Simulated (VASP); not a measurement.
Write the native input for VASP 6.6.1 that does the following.

- Task: single point
- Functional: PBE
- Potentials or basis: VASP PAW PBE potentials, release 64 (Re)
- Cutoff: 520 eV
- k mesh: 10 × 10 × 10
- Occupations: gaussian, width 0.15 eV
- Spin: no spin polarisation
- Dipole correction: no
- Further INCAR settings: ALGO = Fast; EDIFF = 1e-06; NBANDS = 10

The structure of Re lies in POSCAR:

```
Re
1.0
    0.0000000000      1.9577236186      2.0653984176
    1.7962114201      0.0000000000      2.0653984176
    1.7962114201      1.9577236186      0.0000000000
Re
1
Direct
    0.0000000000      0.0000000000      0.0000000000
```

This cell differs from its parent crystal: normal strain along x -0.0825, normal strain along z +0.0550.

One way to write it, as run:

INCAR

```
PREC = Accurate
ENCUT = 520
EDIFF = 1E-6
ISMEAR = 0
SIGMA = 0.15
LREAL = False
LASPH = True
NELM = 80
ALGO = Fast
ISIF = 2
LWAVE = False
LCHARG = False
GGA = PE
NBANDS = 10
```

KPOINTS

```
Automatic mesh
0
Gamma
  10 10 10
```

Potentials or basis: VASP PAW PBE potentials, release 64 (Re).

Command:

```console
$ cat potpaw_PBE.64/Re/POTCAR > POTCAR
$ mpirun -np 1 vasp_std > vasp.out
```

It gave:

The pressure is 13.9 GPa.

Caveat: the cell differs from its parent crystal (normal strain along x -0.0825, normal strain along z +0.0550).

Wall time 14 s on 1 thread of Intel(R) Xeon(R) Platinum 8488C (Sapphire Rapids) (shared host), peak memory 0.14 GiB.
